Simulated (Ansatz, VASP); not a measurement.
## Two plane-wave programs on C

```
CELL_PARAMETERS angstrom
0.00000 2.13601 4.23232
1.23329 0.00000 4.23232
1.23329 2.13601 0.00000
ATOMIC_POSITIONS crystal
C 0.16667 0.83333 0.16667
C 0.83333 0.16667 0.83333
```

Alike in both runs: functional PBE; k mesh 18 × 18 × 18; occupations gaussian, width 0.01 eV; no spin polarisation.

Ansatz relaxed the structure, and its values are those at the end. VASP's run is a single point on that final structure, the one shown.

|  | VASP | Ansatz |
| --- | --- | --- |
| version | VASP 6.6.1 | Ansatz 0.2.0 |
| potentials or method | VASP PAW PBE potentials, release 64 (C), cutoff 520 eV | scalar-relativistic, plane waves, PAW |
| valence electrons in the cell | 8 | 8 |

|  | VASP | Ansatz | Ansatz less VASP |
| --- | --- | --- | --- |
| gap on the k mesh at the Fermi level (eV) | 0.02 | 0.02 | 0.000 |
| least direct gap on the mesh (eV) | 0.03 | 0.03 | 0.000 |
| pressure (GPa) | 0.4 | 0.0 | -0.35 |

The functional is the same, so the differences come from potentials, cutoffs and numerics.
